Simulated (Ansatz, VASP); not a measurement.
**Al: VASP beside Ansatz**

```
CELL_PARAMETERS angstrom
2.81442 0.00000 0.00000
-1.40721 2.43736 0.00000
0.00000 0.00000 9.24105
ATOMIC_POSITIONS crystal
Al 0.00000 0.00000 0.00000
Al 0.33333 0.66667 0.25000
Al 0.00000 0.00000 0.50000
Al 0.66667 0.33333 0.75000
```

Alike in both runs: functional PBE; dispersion D3(BJ); k mesh 18 × 18 × 6; occupations gaussian, width 0.1 eV; no spin polarisation.

Ansatz relaxed the structure, and its values are those at the end. VASP's run is a single point on that final structure, the one shown.

```csv
,VASP,Ansatz
version,VASP 6.6.1,Ansatz 0.2.0
potentials or method,"VASP PAW PBE potentials, release 64 (Al), cutoff 520 eV","scalar-relativistic, plane waves, PAW"
valence electrons in the cell,12,12
```

|  | VASP | Ansatz | Ansatz less VASP |
| --- | --- | --- | --- |
| gap on the k mesh at the Fermi level (eV) | none | none | - |
| pressure (GPa) | 0.0 | 0.0 | 0.00 |

A gap of «none» marks a metal or a gap that the smearing closes.
